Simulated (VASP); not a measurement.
A run of VASP 6.6.1 is set up as follows.

File INCAR:

```
SYSTEM = BAs
PREC = Accurate ; ENCUT = 560
EDIFF = 1E-6 ; ISMEAR = 0
SIGMA = 0.01 ; LREAL = .False.
LASPH = .True. ; NELM = 120
ALGO = Normal ; ISIF = 2
LWAVE = .False. ; LCHARG = .False.
GGA = PE ; NBANDS = 16
GGA_COMPAT = .False.
```

The input KPOINTS:

```
regular mesh
0
Gamma
  8 8 8
  0 0 0
```

POSCAR

```
BAs
1.0
    0.0000000000      2.3109415959      2.3109415959
    2.3109415959      0.0000000000      2.3109415959
    2.3109415959      2.3109415959      0.0000000000
B As
1 1
Direct
    0.0000000000      0.0000000000      0.0000000000
    0.7500000000      0.7500000000      0.7500000000
```

Potentials or basis: VASP PAW PBE potentials, release 64 (B, As_d).

Command:

```sh
$ cat potpaw_PBE.64/B/POTCAR potpaw_PBE.64/As_d/POTCAR > POTCAR
$ mpirun -np 1 vasp_std > vasp.out
```

Q: What does it give for the pressure?

A: 19.7 GPa.

Q: What does it give for the band gap on the k mesh?

A: 1.10 eV (least direct gap 3.42 eV).

Caveat: the cell stands under pressure. A k mesh can miss the band edges.
